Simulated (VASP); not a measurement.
# Nb (Im-3m) in VASP: notebook, part 3 of 3

VASP 6.6.1. Earlier steps stand in the parts before.

**4. Single point, LDA**

This run uses another cell than the first one: it holds 2 atoms, not 1.

File INCAR:

```
PREC = Accurate
ENCUT = 520
EDIFF = 1E-6
ISMEAR = -1
SIGMA = 0.08
LREAL = False
LASPH = True
NELM = 60
ALGO = Normal
ISIF = 2
LWAVE = False
LCHARG = False
GGA = CA
NBANDS = 20
```

File KPOINTS:

```
Automatic mesh
0
Gamma
  15 15 9
```

File POSCAR:

```
Nb
1.0
   -1.6242157465      1.6242157465      1.6242157465
    1.6242157465     -1.6242157465      1.6242157465
    3.2484314930      3.2484314930      0.0000000000
Nb
2
Direct
    0.0000000000      0.0000000000      0.0000000000
    0.5000000000      0.5000000000      0.5000000000
```

Potentials or basis: VASP PAW LDA potentials, release 64 (Nb_sv).

Command:

```
$ cat potpaw_LDA.64/Nb_sv/POTCAR > POTCAR
$ mpirun -np 1 vasp_std > vasp.out
```

OUTCAR:

```text
PREC = Accurate
   ENCUT = 520
   EDIFF = 1E-6
   ISMEAR = -1
   LREAL = False
   LASPH = True
   NELM = 60
   ISIF = 2
   GGA = CA

 ion  position               nearest neighbor table
   1  0.000  0.000  0.000-   2 2.81   2 2.81   2 2.81   2 2.81
   2  0.500  0.500  0.500-   1 2.81   1 2.81   1 2.81   1 2.81

  LATTYP: Found a base centered orthorhombic cell.
 ALAT       =     3.2484314930
 B/A-ratio  =     1.4142135624
 C/A-ratio  =     1.4142135624

  Lattice vectors:

 A1 = (  -1.6242157465,   1.6242157465,   1.6242157465)
 A2 = (   1.6242157465,  -1.6242157465,   1.6242157465)
 A3 = (   3.2484314930,   3.2484314930,   0.0000000000)

Analysis of symmetry for initial positions (statically):
=====================================================================
 Subroutine PRICEL returns following result:

  LATTYP: Found a body centered cubic cell.
 ALAT       =     3.2484314930

  Lattice vectors:

 A1 = (  -1.6242157465,   1.6242157465,  -1.6242157465)
 A2 = (  -1.6242157465,  -1.6242157465,   1.6242157465)
 A3 = (   1.6242157465,   1.6242157465,   1.6242157465)

   2 primitive cells build up your supercell.

 Routine SETGRP: Setting up the symmetry group for a
 base centered orthorhombic supercell.

 Subroutine GETGRP returns: Found  8 space group operations
 (whereof  8 operations were pure point group operations)
 out of a pool of  8 trial point group operations.

The static configuration has the point symmetry D_2h.

Analysis of symmetry for dynamics (positions and initial velocities):
=====================================================================
 Subroutine PRICEL returns following result:

  LATTYP: Found a body centered cubic cell.
 ALAT       =     3.2484314930

  Lattice vectors:

 A1 = (  -1.6242157465,   1.6242157465,  -1.6242157465)
 A2 = (  -1.6242157465,  -1.6242157465,   1.6242157465)
 A3 = (   1.6242157465,   1.6242157465,   1.6242157465)

   2 primitive cells build up your supercell.

 Routine SETGRP: Setting up the symmetry group for a
 base centered orthorhombic supercell.

 Subroutine GETGRP returns: Found  8 space group operations
 (whereof  8 operations were pure point group operations)
 out of a pool of  8 trial point group operations.

The dynamic configuration has the point symmetry D_2h.

 Subroutine INISYM returns: Found  8 space group operations
 (whereof  8 operations are pure point group operations),
 and found     2 'primitive' translations

----------------------------------------------------------------------------------------

                                     Primitive cell

  volume of cell :      17.1392

  direct lattice vectors                    reciprocal lattice vectors
    -1.624215746  1.624215746 -1.624215747    -0.307840877  0.307840877  0.000000000
    -1.624215746 -1.624215746  1.624215747    -0.307840877  0.000000000  0.307840877
     1.624215747  1.624215747  1.624215747     0.000000000  0.307840877  0.307840877

  length of vectors
     2.813224195  2.813224195  2.813224195     0.435352743  0.435352743  0.435352743

  position of ions in fractional coordinates (direct lattice)
     0.000000000  0.000000000  0.000000000

  ion indices of the primitive-cell ions
   primitive index   ion index
                 1           1

----------------------------------------------------------------------------------------

 KPOINTS: Automatic mesh

Automatic generation of k-mesh.
 Grid dimensions read from file:
 generate k-points for:   15   15    9

 Generating k-lattice:

  Cartesian coordinates                     Fractional coordinates (reciprocal lattice)
    -0.010261363  0.010261363  0.020522725     0.066666667  0.000000000  0.000000000
     0.010261363 -0.010261363  0.020522725     0.000000000  0.066666667  0.000000000
     0.017102271  0.017102271  0.000000000     0.000000000  0.000000000  0.111111111

  Length of vectors
     0.025135102  0.025135102  0.024186264

  Shift w.r.t. Gamma in fractional coordinates (k-lattice)
     0.000000000  0.000000000  0.000000000

 Subroutine IBZKPT returns following result:
 ===========================================

 Found    320 irreducible k-points:

 Following reciprocal coordinates:
            Coordinates               Weight
  0.000000  0.000000  0.000000      1.000000
  0.066667  0.000000  0.000000      4.000000
  0.133333  0.000000  0.000000      4.000000
  0.200000  0.000000  0.000000      4.000000
  0.266667  0.000000  0.000000      4.000000
  0.333333  0.000000  0.000000      4.000000
[... 16 lines left out ...]
  0.133333  0.133333  0.000000      2.000000
  0.200000  0.133333  0.000000      4.000000
 [... further k-points ...]
   k-points           NKPTS =    320   k-points in BZ     NKDIM =    320   number of bands    NBANDS=     20
   number of dos      NEDOS =    301   number of ions     NIONS =      2
   total plane-waves  NPLWV =  20736
   dimension x,y,z NGX =    24 NGY =   24 NGZ =   36
   dimension x,y,z NGXF=    48 NGYF=   48 NGZF=   72
   ions per type =               2
   NGX,Y,Z   is equivalent  to a cutoff of  14.18, 14.18, 13.03 a.u.
   NGXF,Y,Z  is equivalent  to a cutoff of  28.37, 28.37, 26.06 a.u.
 SYSTEM =  unknown system
   PREC   = accura    normal or accurate (medium, high low for compatibility)
   ISTART =      0    job   : 0-new  1-cont  2-samecut
   ICHARG =      2    charge: 1-file 2-atom 10-const
   ISPIN  =      1    spin polarized calculation?
   LNONCOLLINEAR =      F non collinear calculations
   LSORBIT =      F    spin-orbit coupling
   LASPH  =      T    aspherical Exc in radial PAW
   ENCUT  =  520.0 eV  38.22 Ry    6.18 a.u.   5.23  5.23  8.54*2*pi/ulx,y,z
   NELM   =     60;   NELMIN=  2; NELMDL= -5     # of ELM steps
   EDIFF  = 0.1E-05   stopping-criterion for ELM
   LREAL  =      F    real-space projection
   EDIFFG = 0.1E-04   stopping-criterion for IOM
   NSW    =      0    number of steps for IOM
   IBRION =     -1    ionic relax: 0-MD 1-quasi-New 2-CG
   NFREE  =      0    steps in history (QN), initial steepest desc. (CG)
   ISIF   =      2    stress and relaxation
   ISYM   =      2    0-nonsym 1-usesym 2-fastsym
   POTIM  = 0.5000    time-step for ionic-motion
   TEBEG  =    0.0;   TEEND  =   0.0 temperature during run
   PSTRESS=    0.0 pullay stress
   NELECT =      26.0000    total number of electrons
   NUPDOWN=      -1.0000    fix difference up-down
   EMIN   =  10.00;   EMAX   =-10.00  energy-range for DOS
   EFERMI =   0.00;   METHOD = LEGACY
   ISMEAR =    -1;   SIGMA  =   0.08  broadening in eV -4-tet -1-fermi 0-gaus
   EFERMI_NEDOS =   21; number of points for ismear=-14 and -15
   IALGO  =     38    algorithm
   IMIX   =      4    mixing-type and parameters
     AMIX     =   0.40;   BMIX     =  1.00
     AMIX_MAG =   1.60;   BMIX_MAG =  1.00
  volume/ion in A,a.u.               =      17.14       115.66
  Fermi-wavevector in a.u.,A,eV,Ry     =   1.492997  2.821355 30.327926  2.229040
  Thomas-Fermi vector in A             =   2.605454
   LORBIT       =      0    0 simple, 1 ext, 2 COOP (PROOUT), +10 PAW based schemes
   GGA     = CA    functional components
   LHFCALC =     F    Hartree Fock is set to
   AEXX    =    0.0000 exact exchange contribution
   IVDW    =     0    specifies the selected vdW correction
   LEPSILON=     F    determine dielectric tensor
   LRPA    =     F    only Hartree local field effects (RPA)
 non-spin polarized calculation
  energy-cutoff  :      520.00
  volume of cell :       34.28
 maximum number of plane-waves:       942
 NGX is ok and might be reduce to    24

 number of electron      25.9999999 magnetization

 Free energy of the ion-electron system (eV)
  ---------------------------------------------------
  ext. energy  EPLUGINS =         0.00000000
  ---------------------------------------------------
  free energy    TOTEN  =       -22.54023275 eV

  energy without entropy =      -22.47864521  energy(sigma->0) =      -22.50943898

 E-fermi :  11.7062     XC(G=0): -12.9723

 val. band max:       11.7057301331   @ k =   0.4000   0.2000   0.4444
 cond. band min:      11.7076332286   @ k =  -0.4667   0.1333   0.2222
 fundamental gap:      0.0019030954
 Fermi energy:        11.7062074012

 k-point     1 :       0.0000    0.0000    0.0000
  band No.  band energies     occupation
      1     -42.3119      2.00000
      2     -42.0050      2.00000
      3     -19.2491      2.00000
      4     -18.1446      2.00000
      5     -17.6603      2.00000
      6     -17.6441      2.00000
[... 12 lines left out ...]
     19      15.8796      0.00000
[... 513 lines left out ...]
      4     -18.4200      2.00000
      5     -18.2076      2.00000
      6     -18.0369      2.00000
[... 12 lines left out ...]
     19      16.1072      0.00000
     20      22.1265      0.00000

 [... further k-points ...]
[... 5 lines left out ...]
  --------------------------------------------------------------------------------------
  -------------------------------------------------------------------------------------
  Total        0.0061904      0.0061904     -0.0080977     -0.0641111      0.0000000      0.0000000
  in kB        0.2893413      0.2893413     -0.3784854     -2.9965566      0.0000000      0.0000000
  external PRESSURE =       0.0667324 kB  Pullay stress =       0.0000000 kB

 VOLUME and BASIS-vectors are now :
 -----------------------------------------------------------------------------
  energy-cutoff  :      520.00
  volume of cell :       34.28
      direct lattice vectors                 reciprocal lattice vectors
    -1.624215747  1.624215747  1.624215747    -0.153920439  0.153920439  0.307840877
     1.624215747 -1.624215747  1.624215747     0.153920439 -0.153920439  0.307840877
     3.248431493  3.248431493  0.000000000     0.153920439  0.153920439  0.000000000

 POSITION                                       TOTAL-FORCE (eV/Angst)
 -----------------------------------------------------------------------------------
      0.00000      0.00000      0.00000         0.000000     -0.000000      0.000000
      1.62422      1.62422      1.62422        -0.000000      0.000000     -0.000000
 -----------------------------------------------------------------------------------
    total drift:                               -0.000000     -0.000000      0.000000

  FREE ENERGIE OF THE ION-ELECTRON SYSTEM (eV)
  ---------------------------------------------------
  free  energy   TOTEN  =       -22.5402327477 eV

  energy  without entropy=      -22.4786452095  energy(sigma->0) =      -22.50943898
```

stdout:

```text
POSCAR found type information on POSCAR Nb
 POSCAR found :  1 types and       2 ions
 scaLAPACK will be used
 LDA part: xc-table for (Slater(with rela. corr.)+CA(PZ))
 , standard interpolation
 POSCAR, INCAR and KPOINTS ok, starting setup
 FFT: planning ... GRIDC
 FFT: planning ... GRID_SOFT
 FFT: planning ... GRID
 WAVECAR not read
 entering main loop
```

It took 1.8 min on 1 thread of AMD EPYC 9R45 (Zen 5), shared host; peak memory 0.25 GiB.

Results:

| Quantity | Value |
| --- | --- |
| Free energy | -22.5402 eV |
| Pressure | 0.0 GPa |
| Band gap on the k mesh | zero (band 13 reaches 14.15 eV, above the bottom of band 14 at 10.48 eV) |

**5. Overview**

| task | cell | k mesh | cutoff (eV) | gap on the mesh (eV) | pressure (GPa) |
| --- | --- | --- | --- | --- | --- |
| single point | a = 2.813 Å, angles 109.5°, 1 atom | 18 × 18 × 18 | 520 | none | -0.2 |
| relaxation of cell and atoms | relaxed from a = 2.858 Å, angles 109.5°, 1 atom | 18 × 18 × 18 | 600 | none | 0.0 |
| single point | a = 2.813, b = 2.813, c = 4.594 Å, angles 90.0, 90.0, 109.5°, 2 atoms | 15 × 15 × 9 | 520 | none | 0.0 |

Alike in all rows: level LDA; potentials or basis VASP PAW LDA potentials, release 64 (Nb_sv); no spin polarisation; smearing fermi-dirac 0.08 eV.

Absolute energies hang on the potentials; compare differences alone.
